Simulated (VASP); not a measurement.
# GaAs (F-43m) in VASP: further runs

Runs on GaAs. Level: PBEsol. Tasks: vibrations by perturbation theory.

All numbers are computed with VASP 6.6.1; they aren't measurements. Logs are shortened: lines on timing, memory, paths and dates and some standing lists are left out, and cuts for length are marked.

**1. The cell of the first run**

Symmetry: F-43m, No. 216, cubic system. Conventional cell: a = 5.366 Å, b = 5.366 Å, c = 5.366 Å, α = 90.00°, β = 90.00°, γ = 90.00°. Ga (site symmetry -43m) has 4 As at 2.32 Å within 3.1 Å. As (site symmetry -43m) has 4 Ga at 2.32 Å within 3.1 Å.

**2. Vibrations by perturbation theory, PBEsol**

Input file INCAR:

```
SYSTEM = GaAs
PREC     = Accurate       ! precision mode
ENCUT    = 520            ! plane-wave cutoff, eV
EDIFF    = 1E-8           ! SCF threshold, eV
ISMEAR   = 0              ! smearing method
SIGMA    = 0.01           ! smearing width, eV
LREAL    = .False.        ! projectors in reciprocal space
LASPH    = .True.         ! aspherical terms in the spheres
NELM     = 60             ! most SCF steps
ALGO     = Normal         ! electronic algorithm
ISIF     = 2              ! what is computed and relaxed
LWAVE    = .False.        ! write WAVECAR
LCHARG   = .False.        ! write CHGCAR
GGA      = PS             ! functional
IBRION   = 8              ! ionic algorithm
NSW      = 1              ! ionic steps
LEPSILON = .True.         ! dielectric tensor by DFPT
```

Input file KPOINTS:

```
regular mesh
0
Gamma
  12 12 12
  0 0 0
```

Input file POSCAR:

```
GaAs
1.0
    0.0000000000      2.6827529126      2.6827529126
    2.6827529126      0.0000000000      2.6827529126
    2.6827529126      2.6827529126      0.0000000000
Ga As
1 1
Direct
    0.0000000000      0.0000000000      0.0000000000
    0.7500000000      0.7500000000      0.7500000000
```

Potentials or basis: VASP PAW PBE potentials, release 64 (Ga_d, As).

Run with:

```sh
> cat potpaw_PBE.64/Ga_d/POTCAR potpaw_PBE.64/As/POTCAR > POTCAR
> mpirun -np 1 vasp_std > vasp.out
```

OUTCAR:

```text
SYSTEM = GaAs
   PREC = Accurate
   ENCUT = 520
   EDIFF = 1E-8
   ISMEAR = 0
   LREAL = .False.
   LASPH = .True.
   NELM = 60
   ISIF = 2
   GGA = PS
   IBRION = 8
   NSW = 1
   LEPSILON = .True.

 ion  position               nearest neighbor table
   1  0.000  0.000  0.000-   2 2.32   2 2.32   2 2.32   2 2.32
   2  0.750  0.750  0.750-   1 2.32   1 2.32   1 2.32   1 2.32

  LATTYP: Found a face centered cubic cell.
 ALAT       =     5.3655058252

  Lattice vectors:

 A1 = (   0.0000000000,   2.6827529126,   2.6827529126)
 A2 = (   2.6827529126,   0.0000000000,   2.6827529126)
 A3 = (   2.6827529126,   2.6827529126,   0.0000000000)

Analysis of symmetry for initial positions (statically):
=====================================================================
 Subroutine PRICEL returns:
 Original cell was already a primitive cell.

 Routine SETGRP: Setting up the symmetry group for a
 face centered cubic supercell.

 Subroutine GETGRP returns: Found 24 space group operations
 (whereof 24 operations were pure point group operations)
 out of a pool of 48 trial point group operations.

The static configuration has the point symmetry T_d .

Analysis of symmetry for dynamics (positions and initial velocities):
=====================================================================
 Subroutine PRICEL returns:
 Original cell was already a primitive cell.

 Routine SETGRP: Setting up the symmetry group for a
 face centered cubic supercell.

 Subroutine GETGRP returns: Found 24 space group operations
 (whereof 24 operations were pure point group operations)
 out of a pool of 48 trial point group operations.

The dynamic configuration has the point symmetry T_d .

 Subroutine INISYM returns: Found 24 space group operations
 (whereof 24 operations are pure point group operations),
 and found     1 'primitive' translations

----------------------------------------------------------------------------------------

                                     Primitive cell

  volume of cell :      38.6164

  direct lattice vectors                    reciprocal lattice vectors
     0.000000000  2.682752913  2.682752913    -0.186375718  0.186375718  0.186375718
     2.682752913  0.000000000  2.682752913     0.186375718 -0.186375718  0.186375718
     2.682752913  2.682752913  0.000000000     0.186375718  0.186375718 -0.186375718

  length of vectors
     3.793985553  3.793985553  3.793985553     0.322812213  0.322812213  0.322812213

  position of ions in fractional coordinates (direct lattice)
     0.000000000  0.000000000  0.000000000
     0.750000000  0.750000000  0.750000000

  ion indices of the primitive-cell ions
   primitive index   ion index
                 1           1
                 2           2

----------------------------------------------------------------------------------------

 KPOINTS: regular mesh

Automatic generation of k-mesh.
 Grid dimensions read from file:
 generate k-points for:   12   12   12

 Generating k-lattice:

  Cartesian coordinates                     Fractional coordinates (reciprocal lattice)
[... 533 lines left out ...]
  ---------------------------------------------------
  ---------------------------------------------------
  free energy    TOTEN  =        -1.21347122 eV

  energy without entropy =       -1.21347122

------------------------ aborting loop because EDIFF is reached ----------------------------------------

--------------------------------------- Ionic step        2  -------------------------------------------

------------------------ aborting loop because EDIFF is reached ----------------------------------------

--------------------------------------- Ionic step        3  -------------------------------------------

------------------------ aborting loop because EDIFF is reached ----------------------------------------

 PIEZOELECTRIC TENSOR FIELD DIRECTION 3  (e Angst)
 -----------------------------------------------------------------------------
    -0.00082  1.67003  0.00000           (  0.00000  0.02388  0.00000)
     1.67003 -0.00082  0.00000           (  0.02388  0.00000  0.00000)
     0.00000  0.00000 -0.00073           (  0.00000  0.00000  0.00000)

 PIEZOELECTRIC TENSOR FIELD DIRECTION 3  (C/m^2)
 -----------------------------------------------------------------------------
    -0.00034  0.69289  0.00000
     0.69289 -0.00034  0.00000
     0.00000  0.00000 -0.00030

--------------------------------------- Ionic step        4  -------------------------------------------

------------------------ aborting loop because EDIFF is reached ----------------------------------------

[... ionic steps 5 to 6 ...]

--------------------------------------- Ionic step        7  -------------------------------------------

 Free energy of the ion-electron system (eV)
  ---------------------------------------------------
  ---------------------------------------------------
  free energy    TOTEN  =        -0.04372497 eV

  energy without entropy =       -0.04372497

------------------------ aborting loop because EDIFF is reached ----------------------------------------

 INTERNAL STRAIN TENSOR  FOR ION    2  DIRECTION 1   (eV/Angst):
 -----------------------------------------------------------------------------
    -0.00688  0.00000  0.00000
     0.00000  0.00398 14.14664
     0.00000 14.14664  0.00398

 MACROSCOPIC STATIC DIELECTRIC TENSOR (including local field effects in DFT)
 ------------------------------------------------------
          11.682692    -0.000000    -0.000000
           0.000000    11.682692    -0.000000
           0.000000    -0.000000    11.682692
 ------------------------------------------------------

 PIEZOELECTRIC TENSOR (including local field effects)  for field in x, y, z        (e  Angst)
          XX          YY          ZZ          XY          YZ          ZX
  --------------------------------------------------------------------------------
  x     0.00000     0.00000     0.00000     0.00000     1.67549     0.00000
  y     0.00000     0.00000    -0.00000     0.00000     0.00000     1.67549
  z     0.00000     0.00000    -0.00000     1.67549     0.00000     0.00000

 PIEZOELECTRIC TENSOR (including local field effects)  for field in x, y, z        (C/m^2)
          XX          YY          ZZ          XY          YZ          ZX
  --------------------------------------------------------------------------------
  x     0.00000     0.00000     0.00000     0.00000     0.69515     0.00000
  y     0.00000     0.00000    -0.00000     0.00000     0.00000     0.69515
  z     0.00000     0.00000    -0.00000     0.69515     0.00000     0.00000

 BORN EFFECTIVE CHARGES (including local field effects) (in |e|, cummulative output)
 ---------------------------------------------------------------------------------
 ion    1
    1     1.82774     0.00000    -0.00000
    2     0.00000     1.82774     0.00000
    3     0.00000     0.00000     1.82774
 ion    2
    1    -1.82774    -0.00000     0.00000
    2     0.00000    -1.82774     0.00000
    3    -0.00000    -0.00000    -1.82774

 INTERNAL STRAIN TENSOR FOR ION    2 for displacements in x,y,z  (eV/Angst):
          X           Y           Z          XY          YZ          ZX
  --------------------------------------------------------------------------------
  x     0.00000     0.00000     0.00000     0.00000    14.14664     0.00000
  y     0.00000     0.00000     0.00000     0.00000     0.00000    14.14664
  z     0.00000     0.00000     0.00000    14.14664     0.00000     0.00000

 SECOND DERIVATIVES (NOT SYMMETRIZED)
 ------------------------------------
               1X          1Y          1Z          2X          2Y          2Z
  1X   -13.436583    0.000000    0.000000   13.436583    0.000000    0.000000
  1Y     0.000000  -13.436583    0.000000    0.000000   13.436583    0.000000
  1Z     0.000000    0.000000  -13.436583    0.000000    0.000000   13.436583
  2X    13.470722    0.000000    0.000000  -13.470722    0.000000    0.000000
  2Y     0.000000   13.470722    0.000000    0.000000  -13.470722    0.000000
  2Z     0.000000    0.000000   13.470722    0.000000    0.000000  -13.470722

 Eigenvectors and eigenvalues of the dynamical matrix
 ----------------------------------------------------

   1 f  =    9.541574 THz    59.951476 2PiTHz  318.272641 cm-1    39.460760 meV
             X         Y         Z           dx          dy          dz
      0.000000  0.000000  0.000000     0.000000    0.719262    0.000000
      4.024129  4.024129  4.024129     0.000000   -0.694739    0.000000
[... 21 lines left out ...]
   6 f/i=    0.006049 THz     0.038008 2PiTHz    0.201781 cm-1     0.025018 meV
             X         Y         Z           dx          dy          dz
      0.000000  0.000000  0.000000     0.000000    0.000000   -0.694739
      4.024129  4.024129  4.024129     0.000000    0.000000   -0.719262

--------------------------------------------------------------------------------------------------------

 MACROSCOPIC STATIC DIELECTRIC TENSOR IONIC CONTRIBUTION
 ------------------------------------------------------
           1.163547     0.000000    -0.000000
           0.000000     1.163547     0.000000
          -0.000000     0.000000     1.163547
 ------------------------------------------------------

 ELASTIC MODULI CONTR FROM IONIC RELAXATION (kBar)
 Direction    XX          YY          ZZ          XY          YZ          ZX
 --------------------------------------------------------------------------------
 XX          -0.0000     -0.0000      0.0000     -0.0000      0.0000     -0.0000
 YY          -0.0000     -0.0000     -0.0000     -0.0000     -0.0000     -0.0000
 ZZ           0.0000     -0.0000     -0.0000      0.0000     -0.0000     -0.0000
 XY          -0.0000     -0.0000      0.0000   -613.3866      0.0000      0.0000
 YZ           0.0000     -0.0000     -0.0000      0.0000   -613.3866      0.0000
 ZX          -0.0000     -0.0000     -0.0000      0.0000      0.0000   -613.3866
 --------------------------------------------------------------------------------

 PIEZOELECTRIC TENSOR IONIC CONTR  for field in x, y, z        (C/m^2)
          XX          YY          ZZ          XY          YZ          ZX
  --------------------------------------------------------------------------------
  x     0.00000    -0.00000    -0.00000     0.00000    -0.79493    -0.00000
  y    -0.00000    -0.00000    -0.00000     0.00000     0.00000    -0.79493
  z    -0.00000    -0.00000     0.00000    -0.79493    -0.00000    -0.00000
```

Run time: 10 min. Hardware: 1 thread of Intel Xeon 6975P-C (Granite Rapids), shared host; peak memory 0.45 GiB.

What came out:

```
Electronic dielectric tensor (diagonal)                 : 11.68
Born charges (mean of the diagonal)                     : Ga +1.83; As -1.83 e
Highest phonon frequency at Γ, LO-TO splitting left out : 318 cm⁻¹
```

Phonon frequencies in cm⁻¹ (negative: imaginary):
```tsv
q point	frequencies
(0.000, 0.000, 0.000)	0 0 0 318 318 318
```

Electronic dielectric tensor:
```
11.68  0.00  0.00
 0.00 11.68  0.00
 0.00  0.00 11.68
```

Born effective charge tensors (e):
atom 1, Ga
```
1.83 0.00 0.00
0.00 1.83 0.00
0.00 0.00 1.83
```
atom 2, As
```
-1.83  0.00  0.00
 0.00 -1.83  0.00
 0.00  0.00 -1.83
```

Caveat: the cell stands under pressure or tension, which shifts response properties.

(Part 1 of 2 ends here.)
